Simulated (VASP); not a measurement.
A run of VASP 6.6.1:

Contents of POSCAR:

```
Ta
1.0
    2.7272588300      0.0000000000      0.0000000000
    0.0000000000      2.7272588300      0.0000000000
    0.0000000000      0.0000000000      2.7272588300
Ta
1
Direct
    0.0000000000      0.0000000000      0.0000000000
```

Contents of INCAR.step1:

```
SYSTEM = Ta
PREC     = Accurate       ! precision mode
ENCUT    = 520            ! plane-wave cutoff, eV
ISMEAR   = -1             ! smearing method
SIGMA    = 0.1            ! smearing width, eV
LREAL    = .FALSE.        ! projectors in reciprocal space
LASPH    = .TRUE.         ! aspherical terms in the spheres
NELM     = 80             ! most SCF steps
NBANDS   = 12             ! bands
GGA      = PE             ! functional
ALGO     = Normal         ! electronic algorithm
EDIFF    = 1E-4           ! SCF threshold, eV
LWAVE    = .TRUE.         ! write WAVECAR
LCHARG   = .FALSE.        ! write CHGCAR
```

The input INCAR.step2:

```
SYSTEM = Ta
PREC     = Accurate       ! precision mode
ENCUT    = 520            ! plane-wave cutoff, eV
EDIFF    = 1E-6           ! SCF threshold, eV
ISMEAR   = -1             ! smearing method
SIGMA    = 0.1            ! smearing width, eV
LREAL    = .FALSE.        ! projectors in reciprocal space
LASPH    = .TRUE.         ! aspherical terms in the spheres
NELM     = 80             ! most SCF steps
ALGO     = Normal         ! electronic algorithm
ISIF     = 2              ! what is computed and relaxed
LWAVE    = .FALSE.        ! write WAVECAR
LCHARG   = .FALSE.        ! write CHGCAR
METAGGA  = R2SCAN         ! meta-GGA
LMIXTAU  = .TRUE.       
NBANDS   = 12             ! bands
ISTART   = 1
```

KPOINTS

```
regular mesh
0
G
  8 8 8
  0 0 0
```

Potentials or basis: VASP PAW PBE potentials, release 64 (Ta_pv).

Launch:

```console
$ cat potpaw_PBE.64/Ta_pv/POTCAR > POTCAR
$ cp INCAR.step1 INCAR
$ mpirun -np 1 vasp_std > vasp.out
$ cp INCAR.step2 INCAR
$ mpirun -np 1 vasp_std > vasp.out
```

Hardware: 1 thread of Intel(R) Xeon(R) 6975P-C (Granite Rapids), on a shared host.

**Question.** How long does it take, and how much memory?

**Answer.** Run time: 11 s on 1 thread of Intel(R) Xeon(R) 6975P-C (Granite Rapids), on a shared host, peak memory 0.13 GiB. Counts: k points 35.
